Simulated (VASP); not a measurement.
K, 1 atom in the cell. The structure is tetragonal, space group I4/mmm (No. 139). The conventional cell has a = 5.236 Å, b = 5.236 Å, c = 5.157 Å, α = 90.00°, β = 90.00°, γ = 90.00°.  This cell differs from its parent crystal: strain -0.0150 x Voigt [0, 1, 0, 0, 0, 0].

```yaml
Program: VASP 6.6.1
Task: single point
Functional: PBEsol
Potentials_or_basis: VASP PAW PBE potentials, release 64 (K_sv)
Cutoff: 520 eV
k_mesh: 14 × 14 × 14
Occupations: gaussian, width 0.15 eV
Spin: no spin polarisation
Dipole_correction: no
Further_INCAR_settings: ALGO = Fast; EDIFF = 1e-06; NBANDS = 10
```

Potentials or basis: VASP PAW PBE potentials, release 64 (K_sv).

Launch:

```sh
$ cat potpaw_PBE.64/K_sv/POTCAR > POTCAR
$ mpirun -np 1 vasp_std > vasp.out
```

Hardware: 1 thread of Intel Xeon 8259CL, with other jobs on the host.

**Question.** Estimate the wall time of this run.

**Answer.** It took 4.6 min on 1 thread of Intel Xeon 8259CL (shared host), peak memory 0.32 GiB. Counts: scf iterations 12, k points 244.
